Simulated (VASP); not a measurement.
Runs of VASP 6.6.1 on BP. The structure is that of space group F-43m (No. 216), or close to it. The cells are those of the table. 

```csv
task,level,cell,cutoff (eV),smearing,share of exact exchange,screening parameter,gap on the mesh (eV),pressure (GPa)
single point,HSE06,"a = 3.208 Å, angles 60.0°, 2 atoms",520,gaussian 0.01 eV,0.25,0.2079 1/Å,2.06,-1.9
relaxation of cell and atoms,HSE06,"relaxed from a = 3.208 Å, angles 60.0°, 2 atoms",600,fermi-dirac 0.02 eV,0.25,0.2079 1/Å,2.04,0.0
single point,PBE0,"a = 3.208 Å, angles 60.0°, 2 atoms",520,gaussian 0.01 eV,0.25,-,(b),-2.0
single point,r2SCAN0,"a = 3.208 Å, angles 60.0°, 2 atoms",520,gaussian 0.01 eV,0.25,-,(c),-2.7
single point,HSE06,"a = 3.200 Å, angles 60.0°, 2 atoms",520,fermi-dirac 0.02 eV,0.25,0.2079 1/Å,2.04,-0.6
single point,HF,"a = 3.208 Å, angles 60.0°, 2 atoms",520,gaussian 0.01 eV,1,-,(a),4.0
```

Alike in all rows: potentials or basis VASP PAW PBE potentials, release 64 (B, P); no spin polarisation; k mesh 6 × 6 × 6.

Q: Estimate the missing entries.

A: (a) 8.09; (b) 2.79; (c) 2.89.

Caveats: the PAW data sets were made with another functional, which shifts forces and pressure a little; the cell stands under pressure (at least some runs).

A k mesh can miss the band edges.
